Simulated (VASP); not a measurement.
## H4CO: single point with r2SCAN+D3(BJ)

System: H4CO.

```
C O H
1.0
     7.38032    0.00000    0.00000
     0.00000    7.38032    0.00000
     0.00000    0.00000    7.38032
C O H
6 6 24
Direct
  0.42863 0.34230 0.73211
  0.69951 0.85367 0.87335
  0.99419 0.43342 0.50586
  0.60831 0.48660 0.19903
  0.24260 0.93516 0.34543
  0.20881 0.90760 0.87221
  0.29267 0.37337 0.86962
  0.82320 0.70649 0.87496
  0.06541 0.42041 0.32590
  0.45657 0.49575 0.32085
  0.21478 0.76440 0.26083
  0.25404 0.74734 0.77600
  0.39151 0.42601 0.61584
  0.30589 0.28095 0.96151
  0.56436 0.38349 0.77825
  0.43098 0.19968 0.69197
  0.60478 0.83007 0.98418
  0.91563 0.72733 0.78520
  0.76734 0.98391 0.89634
  0.62092 0.85992 0.74765
  0.00810 0.30124 0.57030
  0.07573 0.54428 0.28231
  0.06927 0.53260 0.58642
  0.85032 0.47034 0.50513
  0.69716 0.59936 0.23388
  0.36250 0.41001 0.28836
  0.68464 0.36091 0.21654
  0.56659 0.50175 0.05819
  0.12526 0.01995 0.31675
  0.31644 0.68479 0.29248
  0.25831 0.92013 0.49240
  0.36391 0.00295 0.29113
  0.15517 0.00492 0.77437
  0.26170 0.64557 0.85934
  0.10867 0.88174 0.97739
  0.32930 0.96714 0.93616
```

* Program: VASP 6.6.1
* Task: single point
* Functional: r2SCAN
* Dispersion: D3(BJ)
* Potentials or basis: VASP PAW PBE potentials, release 64 (C, O, H)
* Cutoff: 520 eV
* k mesh: 1 × 1 × 1
* Occupations: fermi-dirac, width 0.02 eV
* Spin: no spin polarisation

| Property | Result |
| --- | --- |
| Pressure | -0.5 GPa |
| Largest force | 0.205 eV/Å |
| Band gap on the k mesh | 5.34 eV |
| Dispersion energy per atom | -0.017 eV |

Forces on the atoms (eV/Å):
```
C   -0.043  0.194  0.038
C   -0.090  0.051  0.000
C    0.000 -0.054  0.085
C    0.083  0.038  0.044
C    0.038  0.065  0.070
C    0.021  0.152  0.055
O    0.163 -0.014 -0.078
O   -0.028 -0.114  0.080
O    0.060 -0.057 -0.056
O    0.028  0.062 -0.006
O    0.005 -0.038 -0.015
O   -0.061 -0.065 -0.083
H    0.079 -0.093  0.149
H   -0.100  0.065 -0.002
H   -0.156 -0.042 -0.005
H    0.002 -0.018 -0.038
H   -0.037 -0.021  0.033
H    0.181 -0.027 -0.093
H    0.025  0.038 -0.006
H   -0.018 -0.015 -0.052
H    0.023 -0.021 -0.026
H    0.038  0.109 -0.096
H    0.033  0.001  0.008
H   -0.031 -0.007 -0.021
H    0.005 -0.041 -0.023
H   -0.119 -0.051  0.020
H   -0.018 -0.040  0.004
H   -0.031 -0.004 -0.051
H   -0.040  0.043 -0.005
H    0.066 -0.071 -0.002
H   -0.021 -0.019 -0.030
H   -0.032 -0.012  0.034
H   -0.012  0.047 -0.038
H    0.014 -0.089  0.009
H   -0.057  0.022  0.053
H    0.029  0.025  0.045
```

Stress tensor (GPa, compression positive):
```
-0.82 -0.10  0.14
-0.10 -0.58  0.03
 0.14  0.03 -0.08
```

Levels at points of the mesh, in eV from the valence-band top:
| k point | band 40 | band 41 | band 42 | band 43 | band 44 | band 45 |
| --- | --- | --- | --- | --- | --- | --- |
| (0.00, 0.00, 0.00) | -0.33 | -0.21 | 0.00 | 5.34 | 6.47 | 7.13 |

It took 2.7 min on 1 thread of Intel(R) Xeon(R) Platinum 8559C (Emerald Rapids), on a shared host, peak memory 0.45 GiB.

Caveat: the k points lie up to 0.85 Å⁻¹ apart, too coarse for converged energies, forces and pressures; the PAW data sets were made with another functional, which shifts forces and pressure a little.
